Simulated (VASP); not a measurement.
Set up this calculation in VASP 6.6.1, as the native input.

```
Task                   : single point
Functional             : PBE
Potentials or basis    : VASP PAW PBE potentials, release 64 (K_sv, Br)
Cutoff                 : 500 eV
k mesh                 : 4 × 4 × 4
Occupations            : gaussian, width 0.15 eV
Spin                   : no spin polarisation
Dipole correction      : no
Further INCAR settings : ALGO = Normal; EDIFF = 1e-06; NBANDS = 15
```

The structure of KBr lies in POSCAR:

```
KBr
1.0
    2.8374196403      1.6381849915      2.5059095011
   -2.8374196403      1.6381849915      2.5059095011
    0.0000000000     -3.2763699880      2.5059094978
K Br
1 1
Direct
    0.5000000000      0.5000000000      0.5000000000
    0.0000000000      0.0000000000      0.0000000000
```

These files were run (other wordings do the same):

INCAR

```
  ALGO = Normal
  EDIFF = 1E-6
  ENCUT = 500
  GGA = PE
  GGA_COMPAT = F
  ISIF = 2
  ISMEAR = 0
  LASPH = T
  LCHARG = T
  LELF = T
  LREAL = F
  LVHAR = T
  LWAVE = F
  NBANDS = 15
  NELM = 120
  PREC = Accurate
  SIGMA = 0.15
```

KPOINTS

```
k-points
0
Gamma
  4 4 4
```

Potentials or basis: VASP PAW PBE potentials, release 64 (K_sv, Br).

Launch:

```sh
$ cat potpaw_PBE.64/K_sv/POTCAR potpaw_PBE.64/Br/POTCAR > POTCAR
$ mpirun -np 1 vasp_std > vasp.out
```

Results of the run:

```json
{
  "Pressure": "-0.7 GPa",
  "Band gap on the k mesh": "3.72 eV, indirect (least direct gap 3.87 eV)"
}
```

Run time: 19 s on 1 thread of Intel Xeon 8259CL, with other jobs on the host, peak memory 0.16 GiB.
